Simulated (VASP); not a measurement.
Wanted: the native input for a VASP 6.6.1 run.

```
Task                               : single point
Functional                         : PBE-based screened hybrid with 25 % exact exchange
Potentials or basis                : VASP PAW PBE potentials, release 64 (Ge_d)
Cutoff                             : 410 eV
k mesh                             : 4 × 4 × 4
Occupations                        : fermi-dirac, width 0.05 eV
Spin                               : no spin polarisation
Dipole correction                  : no
Grid for exact exchange (PRECFOCK) : Normal
Share of exact exchange            : 0.25
Further INCAR settings             : ALGO = Normal; EDIFF = 1e-06; NBANDS = 21
Screening parameter                : 0.3 1/Å
```

The system is Ge.

```xyz
2
Lattice="4.0904 0.0000 0.0000 -2.0452 3.5424 0.0000 0.0000 0.0000 3.3266" Properties=species:S:1:pos:R:3 pbc="T T T"
Ge    2.0452    1.1808    0.4686
Ge    0.0000    2.3616    2.8580
```

The input as run:

POSCAR

```
Ge
1.0
    4.0904100000      0.0000000000      0.0000000000
   -2.0452000000      3.5424000000      0.0000000000
    0.0000000000      0.0000000000      3.3265800000
Ge
2
Direct
    0.6666700000      0.3333300000      0.1408600000
    0.3333300000      0.6666700000      0.8591400000
```

INCAR.step1

```
PREC     = Accurate       # precision mode
ENCUT    = 410            # plane-wave cutoff, eV
EDIFF    = 1E-5           # SCF threshold, eV
ISMEAR   = -1             # smearing method
SIGMA    = 0.05           # smearing width, eV
LREAL    = F              # projectors in reciprocal space
LASPH    = T              # aspherical terms in the spheres
NELM     = 120            # most SCF steps
ALGO     = Normal         # electronic algorithm
ISIF     = 2              # what is computed and relaxed
LWAVE    = T              # write WAVECAR
LCHARG   = F              # write CHGCAR
GGA      = PE             # functional
NBANDS   = 21             # bands
GGA_COMPAT= F
```

INCAR.step2

```
PREC     = Accurate       # precision mode
ENCUT    = 410            # plane-wave cutoff, eV
EDIFF    = 1E-6           # SCF threshold, eV
ISMEAR   = -1             # smearing method
SIGMA    = 0.05           # smearing width, eV
LREAL    = F              # projectors in reciprocal space
LASPH    = T              # aspherical terms in the spheres
NELM     = 120            # most SCF steps
ALGO     = Normal         # electronic algorithm
ISIF     = 2              # what is computed and relaxed
LWAVE    = F              # write WAVECAR
LCHARG   = F              # write CHGCAR
GGA      = PE             # functional
LHFCALC  = T              # exact exchange
AEXX     = 0.25           # exact-exchange fraction
HFSCREEN = 0.3            # screening, 1/A
PRECFOCK = Normal       
ISTART   = 1            
NBANDS   = 21             # bands
GGA_COMPAT= F
```

KPOINTS

```
regular mesh
0
Gamma
  4 4 4
```

Potentials or basis: VASP PAW PBE potentials, release 64 (Ge_d).

Launch:

```bash
$ cat potpaw_PBE.64/Ge_d/POTCAR > POTCAR
$ cp INCAR.step1 INCAR
$ mpirun -np 1 vasp_std > vasp.out
$ cp INCAR.step2 INCAR
$ mpirun -np 1 vasp_std > vasp.out
```

Results of the run:

```json
{
  "Pressure": "-3.2 GPa",
  "Largest force": "0.352 eV/Å",
  "Band gap on the k mesh": "zero (bands 14 and 15 overlap by 4.29 eV)"
}
```

Caveat: the k points lie up to 0.47 Å⁻¹ apart, too coarse for converged energies and pressures of a metal; the PAW data sets were made with another functional, which shifts forces and pressure a little.

It took 38 min on 1 thread of Intel(R) Xeon(R) Platinum 8175M CPU @ 2.50GHz (Skylake/Cascade Lake), on a shared host, peak memory 0.26 GiB.
